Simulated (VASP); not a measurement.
# Ti: single point with PBE

Ti:

```
CELL_PARAMETERS angstrom
0.00000 2.10376 2.05586
2.10376 0.00000 2.05586
2.10376 2.10376 0.00000
ATOMIC_POSITIONS crystal
Ti 0.00000 0.00000 0.00000
```

This cell differs from its parent crystal: normal strain along x +0.0233, normal strain along y +0.0233.

```yaml
Program: VASP 6.6.1
Task: single point
Functional: PBE
Potentials_or_basis: VASP PAW PBE potentials, release 64 (Ti_sv)
Cutoff: 520 eV
k_mesh: 18 × 18 × 18
Occupations: gaussian, width 0.15 eV
Spin: no spin polarisation
```

* Pressure: -4.7 GPa
* Band gap on the k mesh: zero (bands 6 and 7 overlap by 1.28 eV)

Stress tensor (GPa, compression positive):
```
-4.96  0.00  0.00
 0.00 -4.96  0.00
 0.00  0.00 -4.17
```

Levels at points of the mesh, in eV from the Fermi level:
| k point | band 4 | band 5 | band 6 | band 7 | band 8 | band 9 |
| --- | --- | --- | --- | --- | --- | --- |
| (0.00, 0.00, 0.00) | -32.70 | -5.98 | 0.79 | 0.79 | 0.96 | 2.28 |
| (0.50, 0.00, 0.00) | -32.76 | -2.48 | 0.53 | 0.65 | 0.84 | 3.33 |
| (0.50, 0.50, 0.00) | -32.92 | -2.40 | -1.62 | 2.92 | 3.36 | 3.63 |
| (0.50, 0.00, 0.50) | -32.88 | -2.42 | -1.57 | 2.51 | 3.37 | 3.56 |

Wall time 89 s on 1 thread of Intel Xeon 8259CL, with other jobs on the host, peak memory 0.23 GiB.

Caveat: the cell differs from its parent crystal (normal strain along x +0.0233, normal strain along y +0.0233); the cell stands under tension.
